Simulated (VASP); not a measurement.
# SiC (Moissanite 3C) (F-43m) in VASP: notebook

The runs below take SiC (Moissanite 3C) through single point, with r2SCAN.

Program: VASP 6.6.1. These are calculated values, not measurements. Logs are shortened: lines on timing, memory, paths and dates and some standing lists are left out, and cuts for length are marked.

**Experimental background.**

“Insight into the structural, elastic and electronic properties of a new orthorhombic 6O-SiC polytype”, 2020, pmc:7200658 quotes, for a bulk crystal of SiC: band gap 2.4 eV (indirect).

How close the calculation comes is told below.

**1. The cell of the first run**

It takes space group F-43m (No. 216, cubic). Conventional cell: a = 4.358 Å, b = 4.358 Å, c = 4.358 Å, α = 90.00°, β = 90.00°, γ = 90.00°. Within 2.5 Å of Si (site symmetry -43m) lie 4 C at 1.89 Å. Within 2.5 Å of C (site symmetry -43m) lie 4 Si at 1.89 Å.

**2. Single point, r2SCAN**

The input, POSCAR:

```
SiC
1.0
    0.0000000000      2.1790000000      2.1790000000
    2.1790000000      0.0000000000      2.1790000000
    2.1790000000      2.1790000000      0.0000000000
Si C
1 1
Direct
    0.0000000000      0.0000000000      0.0000000000
    0.2500000000      0.2500000000      0.2500000000
```

The input, INCAR.step1:

```
ALGO     = Normal         # electronic algorithm
EDIFF    = 1E-4           # SCF threshold, eV
ENCUT    = 520            # plane-wave cutoff, eV
GGA      = PE             # functional
ISMEAR   = 0              # smearing method
LASPH    = True           # aspherical terms in the spheres
LCHARG   = False          # write CHGCAR
LREAL    = False          # projectors in reciprocal space
LWAVE    = True           # write WAVECAR
NBANDS   = 11             # bands
NELM     = 100            # most SCF steps
PREC     = Accurate       # precision mode
SIGMA    = 0.01           # smearing width, eV
```

The input, INCAR.step2:

```
ALGO     = Normal         # electronic algorithm
EDIFF    = 1E-7           # SCF threshold, eV
ENCUT    = 520            # plane-wave cutoff, eV
ISIF     = 2              # what is computed and relaxed
ISMEAR   = 0              # smearing method
ISTART   = 1            
LASPH    = True           # aspherical terms in the spheres
LCHARG   = False          # write CHGCAR
LMIXTAU  = True         
LREAL    = False          # projectors in reciprocal space
LWAVE    = False          # write WAVECAR
METAGGA  = R2SCAN         # meta-GGA
NBANDS   = 11             # bands
NELM     = 100            # most SCF steps
PREC     = Accurate       # precision mode
SIGMA    = 0.01           # smearing width, eV
```

The input, KPOINTS:

```
k-points
0
Gamma
  8 8 8
```

Potentials or basis: VASP PAW PBE potentials, release 64 (Si, C).

On the command line:

```console
> cat potpaw_PBE.64/Si/POTCAR potpaw_PBE.64/C/POTCAR > POTCAR
> cp INCAR.step1 INCAR
> mpirun -np 1 vasp_std > vasp.out
> cp INCAR.step2 INCAR
> mpirun -np 1 vasp_std > vasp.out
```

OUTCAR:

```text
EDIFF = 1E-7
   ENCUT = 520
   ISIF = 2
   ISMEAR = 0
   ISTART = 1
   LASPH = True
   LREAL = False
   METAGGA = R2SCAN
   NELM = 100
   PREC = Accurate

 ion  position               nearest neighbor table
   1  0.000  0.000  0.000-   2 1.89   2 1.89   2 1.89   2 1.89
   2  0.250  0.250  0.250-   1 1.89   1 1.89   1 1.89   1 1.89

  LATTYP: Found a face centered cubic cell.
 ALAT       =     4.3580000000

  Lattice vectors:

 A1 = (   0.0000000000,   2.1790000000,   2.1790000000)
 A2 = (   2.1790000000,   0.0000000000,   2.1790000000)
 A3 = (   2.1790000000,   2.1790000000,   0.0000000000)

Analysis of symmetry for initial positions (statically):
=====================================================================
 Subroutine PRICEL returns:
 Original cell was already a primitive cell.

 Routine SETGRP: Setting up the symmetry group for a
 face centered cubic supercell.

 Subroutine GETGRP returns: Found 24 space group operations
 (whereof 24 operations were pure point group operations)
 out of a pool of 48 trial point group operations.

The static configuration has the point symmetry T_d .

Analysis of symmetry for dynamics (positions and initial velocities):
=====================================================================
 Subroutine PRICEL returns:
 Original cell was already a primitive cell.

 Routine SETGRP: Setting up the symmetry group for a
 face centered cubic supercell.

 Subroutine GETGRP returns: Found 24 space group operations
 (whereof 24 operations were pure point group operations)
 out of a pool of 48 trial point group operations.

The dynamic configuration has the point symmetry T_d .

 Subroutine INISYM returns: Found 24 space group operations
 (whereof 24 operations are pure point group operations),
 and found     1 'primitive' translations

----------------------------------------------------------------------------------------

                                     Primitive cell

  volume of cell :      20.6920

  direct lattice vectors                    reciprocal lattice vectors
     0.000000000  2.179000000  2.179000000    -0.229463056  0.229463056  0.229463056
     2.179000000  0.000000000  2.179000000     0.229463056 -0.229463056  0.229463056
     2.179000000  2.179000000  0.000000000     0.229463056  0.229463056 -0.229463056

  length of vectors
     3.081571352  3.081571352  3.081571352     0.397441672  0.397441672  0.397441672

  position of ions in fractional coordinates (direct lattice)
     0.000000000  0.000000000  0.000000000
[... 81 lines left out ...]
   NSW    =      0    number of steps for IOM
   IBRION =     -1    ionic relax: 0-MD 1-quasi-New 2-CG
   NFREE  =      0    steps in history (QN), initial steepest desc. (CG)
   ISIF   =      2    stress and relaxation
   ISYM   =      2    0-nonsym 1-usesym 2-fastsym
   POTIM  = 0.5000    time-step for ionic-motion
   TEBEG  =    0.0;   TEEND  =   0.0 temperature during run
   PSTRESS=    0.0 pullay stress
   NELECT =       8.0000    total number of electrons
   NUPDOWN=      -1.0000    fix difference up-down
   EMIN   =  10.00;   EMAX   =-10.00  energy-range for DOS
   EFERMI =   0.00;   METHOD = LEGACY
   ISMEAR =     0;   SIGMA  =   0.01  broadening in eV -4-tet -1-fermi 0-gaus
   EFERMI_NEDOS =   21; number of points for ismear=-14 and -15
   IALGO  =     38    algorithm
   IMIX   =      4    mixing-type and parameters
     AMIX     =   0.40;   BMIX     =  1.00
     AMIX_MAG =   1.60;   BMIX_MAG =  1.00
  volume/ion in A,a.u.               =      10.35        69.82
  Fermi-wavevector in a.u.,A,eV,Ry     =   1.192626  2.253736 19.352338  1.422357
  Thomas-Fermi vector in A             =   2.328660
   LORBIT       =      0    0 simple, 1 ext, 2 COOP (PROOUT), +10 PAW based schemes
   METAGGA = R2SCAN    functional components
   LHFCALC =     F    Hartree Fock is set to
   AEXX    =    0.0000 exact exchange contribution
   IVDW    =     0    specifies the selected vdW correction
   LEPSILON=     F    determine dielectric tensor
   LRPA    =     F    only Hartree local field effects (RPA)
 non-spin polarized calculation
 Gauss-broadening in eV      SIGMA  =   0.01
  energy-cutoff  :      520.00
  volume of cell :       20.69
 maximum number of plane-waves:       568
   NGX = 11   NGY = 11   NGZ = 11

 number of electron       8.0000001 magnetization

 Free energy of the ion-electron system (eV)
  ---------------------------------------------------
  ext. energy  EPLUGINS =         0.00000000
  ---------------------------------------------------
  free energy    TOTEN  =       -19.32602216 eV

  energy without entropy =      -19.32602216  energy(sigma->0) =      -19.32602216

 E-fermi :   8.0839     XC(G=0): -11.9342

 val. band max:        7.9830773324   @ k =   0.0000   0.0000   0.0000
 cond. band min:       9.7075018989   @ k =   0.5000   0.5000   0.0000
 fundamental gap:      1.7244245665
 Fermi energy:         8.0838820267

 k-point     1 :       0.0000    0.0000    0.0000
  band No.  band energies     occupation
      1      -8.1968      2.00000
      2       7.9831      2.00000
      3       7.9831      2.00000
      4       7.9831      2.00000
      5      14.8170      0.00000
      6      15.8312      0.00000
      7      15.8312      0.00000
      8      15.8312      0.00000
      9      23.1909      0.00000
     10      23.1909      0.00000
     11      25.7459      0.00000
[... 309 lines left out ...]
 k-point    24 :      -0.3750    0.2500    0.1250
  band No.  band energies     occupation
      1      -3.9119      2.00000
      2      -0.1011      2.00000
      3       4.1344      2.00000
      4       5.6382      2.00000
      5      13.7612      0.00000
      6      15.8429      0.00000
      7      18.8846      0.00000
      8      19.8374      0.00000
      9      22.3207      0.00000
     10      25.2376      0.00000
     11      28.5234      0.00000

 [... further k-points ...]
[... 5 lines left out ...]
  --------------------------------------------------------------------------------------
  -------------------------------------------------------------------------------------
  Total       -0.0567407     -0.0567407     -0.0567407      0.0000000      0.0000000      0.0000000
  in kB       -4.3934278     -4.3934278     -4.3934278      0.0000000      0.0000000      0.0000000
  external PRESSURE =      -4.3934278 kB  Pullay stress =       0.0000000 kB

 VOLUME and BASIS-vectors are now :
 -----------------------------------------------------------------------------
  energy-cutoff  :      520.00
  volume of cell :       20.69
      direct lattice vectors                 reciprocal lattice vectors
     0.000000000  2.179000000  2.179000000    -0.229463056  0.229463056  0.229463056
     2.179000000  0.000000000  2.179000000     0.229463056 -0.229463056  0.229463056
     2.179000000  2.179000000  0.000000000     0.229463056  0.229463056 -0.229463056

 POSITION                                       TOTAL-FORCE (eV/Angst)
 -----------------------------------------------------------------------------------
      0.00000      0.00000      0.00000        -0.000000     -0.000000     -0.000000
      1.08950      1.08950      1.08950         0.000000      0.000000      0.000000
 -----------------------------------------------------------------------------------
    total drift:                               -0.000001     -0.000001     -0.000001

  FREE ENERGIE OF THE ION-ELECTRON SYSTEM (eV)
  ---------------------------------------------------
  free  energy   TOTEN  =       -19.3260221555 eV

  energy  without entropy=      -19.3260221555  energy(sigma->0) =      -19.32602216
```

Run time: 14 s. Hardware: 1 thread of Intel Xeon 6975P-C (Granite Rapids), shared host; peak memory 0.14 GiB.

What came out:

```
Free energy            : -19.3260 eV
Pressure               : -0.4 GPa
Band gap on the k mesh : 1.72 eV, indirect (least direct gap 5.06 eV)
```

Levels at points of the mesh, in eV from the valence-band top:
```csv
k point,band 1,band 2,band 3,band 4,band 5,band 6,band 7,band 8,band 9
"(0.00, 0.00, 0.00)",-16.18,0.00,0.00,0.00,6.83,7.85,7.85,7.85,15.21
"(0.50, 0.00, 0.00)",-12.56,-8.82,-1.11,-1.11,5.99,7.75,7.75,10.95,17.41
"(0.50, 0.50, 0.00)",-11.09,-8.05,-3.33,-3.33,1.72,4.82,15.13,15.13,15.99
```

Caveat: the PAW data sets were made with another functional, which shifts forces and pressure a little.

**3. Single point, r2SCAN**

This run uses another cell than the first one, of 10.55 Å³/atom, 1.020 times its volume.

The input, POSCAR:

```
SiC
1.0
    0.0000000000      2.1934308841      2.1934308841
    2.1934308841      0.0000000000      2.1934308841
    2.1934308841      2.1934308841      0.0000000000
Si C
1 1
Direct
    0.0000000000      0.0000000000      0.0000000000
    0.2500000000      0.2500000000      0.2500000000
```

The input, INCAR.step1:

```
SYSTEM = SiC
PREC = Accurate
ENCUT = 520
ISMEAR = 0
SIGMA = 0.01
LREAL = .FALSE.
LASPH = .TRUE.
NELM = 100
NBANDS = 11
GGA = PE
ALGO = Normal
EDIFF = 1E-4
LWAVE = .TRUE.
LCHARG = .FALSE.
```

The input, INCAR.step2:

```
SYSTEM = SiC
PREC = Accurate
ENCUT = 520
EDIFF = 1E-6
ISMEAR = 0
SIGMA = 0.01
LREAL = .FALSE.
LASPH = .TRUE.
NELM = 100
ALGO = Normal
ISIF = 2
LWAVE = .FALSE.
LCHARG = .TRUE.
METAGGA = R2SCAN
LMIXTAU = .TRUE.
LELF = .TRUE.
LVHAR = .TRUE.
NBANDS = 11
ISTART = 1
```

The input, KPOINTS:

```
Automatic mesh
0
G
  8 8 8
  0 0 0
```

Potentials or basis: VASP PAW PBE potentials, release 64 (Si, C).

On the command line:

```console
> cat potpaw_PBE.64/Si/POTCAR potpaw_PBE.64/C/POTCAR > POTCAR
> cp INCAR.step1 INCAR
> mpirun -np 1 vasp_std > vasp.out
> cp INCAR.step2 INCAR
> mpirun -np 1 vasp_std > vasp.out
```

OUTCAR:

```text
SYSTEM = SiC
   PREC = Accurate
   ENCUT = 520
   EDIFF = 1E-6
   ISMEAR = 0
   LREAL = .FALSE.
   LASPH = .TRUE.
   NELM = 100
   ISIF = 2
   METAGGA = R2SCAN
   ISTART = 1

 ion  position               nearest neighbor table
   1  0.000  0.000  0.000-   2 1.90   2 1.90   2 1.90   2 1.90
   2  0.250  0.250  0.250-   1 1.90   1 1.90   1 1.90   1 1.90

  LATTYP: Found a face centered cubic cell.
 ALAT       =     4.3868617682

  Lattice vectors:

[... 521 lines left out ...]
 [... further k-points ...]

------------------------ aborting loop because EDIFF is reached ----------------------------------------

  FORCE on cell =-STRESS in cart. coord.  units (eV):
  Direction    XX          YY          ZZ          XY          YZ          ZX
  --------------------------------------------------------------------------------------
  -------------------------------------------------------------------------------------
  Total       -0.6217944     -0.6217944     -0.6217944      0.0000000      0.0000000      0.0000000
  in kB      -47.2014728    -47.2014728    -47.2014728      0.0000000      0.0000000      0.0000000
  external PRESSURE =     -47.2014728 kB  Pullay stress =       0.0000000 kB

 VOLUME and BASIS-vectors are now :
 -----------------------------------------------------------------------------
  energy-cutoff  :      520.00
  volume of cell :       21.11
      direct lattice vectors                 reciprocal lattice vectors
     0.000000000  2.193430884  2.193430884    -0.227953387  0.227953387  0.227953387
     2.193430884  0.000000000  2.193430884     0.227953387 -0.227953387  0.227953387
     2.193430884  2.193430884  0.000000000     0.227953387  0.227953387 -0.227953387

 POSITION                                       TOTAL-FORCE (eV/Angst)
 -----------------------------------------------------------------------------------
      0.00000      0.00000      0.00000        -0.000000     -0.000000     -0.000000
      1.09672      1.09672      1.09672         0.000000      0.000000      0.000000
 -----------------------------------------------------------------------------------
    total drift:                               -0.000001     -0.000001     -0.000001

  FREE ENERGIE OF THE ION-ELECTRON SYSTEM (eV)
  ---------------------------------------------------
  free  energy   TOTEN  =       -19.3193875729 eV

  energy  without entropy=      -19.3193875729  energy(sigma->0) =      -19.31938757
```

Run time: 13 s. Hardware: 1 thread of Intel Xeon 6975P-C (Granite Rapids), shared host; peak memory 0.13 GiB.

Results:

* Free energy: -19.3194 eV
* Pressure: -4.7 GPa
* Band gap on the k mesh: 1.74 eV, indirect (least direct gap 5.03 eV)

Caveat: the PAW data sets were made with another functional, which shifts forces and pressure a little. r2SCAN opens gaps a little over a GGA but as a rule still falls short of measured ones.

(Part 1 of 3 ends here.)
